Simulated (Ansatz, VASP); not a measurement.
**One calculation of V, two programs**

The input INCAR:

```
SYSTEM = V
PREC     = Accurate       ! precision mode
ENCUT    = 500            ! plane-wave cutoff, eV
EDIFF    = 1E-6           ! SCF threshold, eV
ISMEAR   = 0              ! smearing method
SIGMA    = 0.012          ! smearing width, eV
LREAL    = .FALSE.        ! projectors in reciprocal space
LASPH    = .TRUE.         ! aspherical terms in the spheres
NELM     = 120            ! most SCF steps
ALGO     = Normal         ! electronic algorithm
ISIF     = 2              ! what is computed and relaxed
LWAVE    = .FALSE.        ! write WAVECAR
LCHARG   = .FALSE.        ! write CHGCAR
GGA      = PE             ! functional
NBANDS   = 12             ! bands
GGA_COMPAT= .FALSE.
```

The input KPOINTS:

```
Automatic mesh
0
G
  6 6 6
  0 0 0
```

The input POSCAR:

```
V
1.0
   -1.5130000000      1.5130000000      1.5130000000
    1.5130000000     -1.5130000000      1.5130000000
    1.5130000000      1.5130000000     -1.5130000000
V
1
Direct
   -0.0029313298      0.0044032920      0.0028189909
```

Input for Ansatz:

```yaml
crystal:
  lattice:
    - [-1.513, 1.513, 1.513]
    - [1.513, -1.513, 1.513]
    - [1.513, 1.513, -1.513]
  atoms:
    - { symbol: V, position: [-0.0029313298, 0.004403292, 0.0028189909] }
basis: {}
kpoints:
  mp_grid: { grid: [6, 6, 6] }
hamiltonian:
  xc: pbe
  pseudopotentials: { kind: paw, source: ansatz }
scf:
  occupations: { method: gaussian, width: 0.012 }
  n_extra_bands: 1
output:
  forces: true
  stress: true
  eigenvalues: true
```

Alike in both runs: task single point; functional PBE; k mesh 6 × 6 × 6; occupations gaussian, width 0.012 eV; no spin polarisation.

|  | VASP | Ansatz |
| --- | --- | --- |
| version | VASP 6.6.1 | Ansatz 0.2.0 |
| potentials or method | VASP PAW PBE potentials, release 64 (V_sv) | scalar-relativistic, plane waves, PAW (harder set) |
| plane-wave cutoff (eV) | 500 | 840 |
| valence electrons in the cell | 13 | 13 |

```csv
,VASP,Ansatz,Ansatz less VASP
gap on the k mesh at the Fermi level (eV),none,none,-
pressure (GPa),-1.9,-2.0,-0.13
```

A gap of «none» marks a metal or a gap that the smearing closes. The functional is the same, so the differences come from potentials, cutoffs and numerics.

The k mesh is coarse, so the values compare programs but aren't converged.
